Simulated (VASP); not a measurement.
Crystal: Tc.

```xyz
4
Lattice="3.8500 0.0000 0.0000 0.0000 3.8500 0.0000 0.0000 0.0000 3.8500" Properties=species:S:1:pos:R:3 pbc="T T T"
Tc    0.0000    0.0000    0.0000
Tc    0.0000    1.9250    1.9250
Tc    1.9250    0.0000    1.9250
Tc    1.9250    1.9250    0.0000
```

This isn't the form of Tc at room conditions, which is hcp.

```yaml
Program: VASP 6.6.1
Task: relaxation of cell and atoms
Functional: LDA
Potentials_or_basis: VASP PAW LDA potentials, release 64 (Tc_pv)
Cutoff: 600 eV
k_mesh: 6 × 6 × 6
Occupations: fermi-dirac, width 0.05 eV
Spin: no spin polarisation
```

At the start: pressure -9.8 GPa; volume 14.27 Å³/atom.

Task: Where does the relaxation end?

Result: Over 4 steps the energy falls by 13.6 meV/atom and the volume is 13.83 Å³/atom (-3.0 %); space group Fm-3m (No. 225, to 0.1 Å) before and after.

The path:
| step | energy change (eV) | largest force (eV/Å) | pressure (GPa) | volume (Å³) |
| --- | --- | --- | --- | --- |
| 1 | 0.0000 | 0.0000 | -9.78 | 57.07 |
| 2 | 0.5537 | 0.0000 | 41.23 | 50.17 |
| 3 | -0.0544 | 0.0000 | -0.46 | 55.40 |
| 4 | -0.0545 | 0.0000 | -0.04 | 55.34 |

Final structure:
```
Tc
1.0
     3.81070    0.00000    0.00000
     0.00000    3.81070    0.00000
     0.00000    0.00000    3.81070
Tc
4
Direct
  0.00000 0.00000 0.00000
  0.00000 0.50000 0.50000
  0.50000 0.00000 0.50000
  0.50000 0.50000 0.00000
```
